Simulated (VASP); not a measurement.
Input of a VASP 6.6.1 run:

File INCAR:

```
SYSTEM = Nb
ALGO = Normal
EDIFF = 1E-8
ENCUT = 520
GGA = PE
ISIF = 2
ISMEAR = -1
LASPH = .True.
LCHARG = .False.
LEFG = .True.
LREAL = .False.
LWAVE = .False.
NBANDS = 12
NELM = 80
PREC = Accurate
SIGMA = 0.08
```

File KPOINTS:

```
k-points
0
Gamma
  13 13 13
  0 0 0
```

Contents of POSCAR:

```
Nb
1.0
   -0.0105750000      2.1150000000      2.1150000000
    2.1150000000     -0.0105750000      2.1150000000
    2.1044250000      2.1044250000      0.0000000000
Nb
1
Direct
    0.0000000000      0.0000000000      0.0000000000
```

Potentials or basis: VASP PAW PBE potentials, release 64 (Nb_sv).

The run is started by

```sh
$ cat potpaw_PBE.64/Nb_sv/POTCAR > POTCAR
$ mpirun -np 1 vasp_std > vasp.out
```

Q: Estimate the pressure.

A: -1.4 GPa.

Stress tensor (GPa, compression positive):
```
-1.41 -0.43  0.00
-0.43 -1.41  0.00
 0.00  0.00 -1.44
```

Caveat: the cell differs from its parent crystal (xy shear strain of -1 %); without QUAD_EFG the Cq values of the log hold for a quadrupole moment of 1 mb, not for the nuclei.
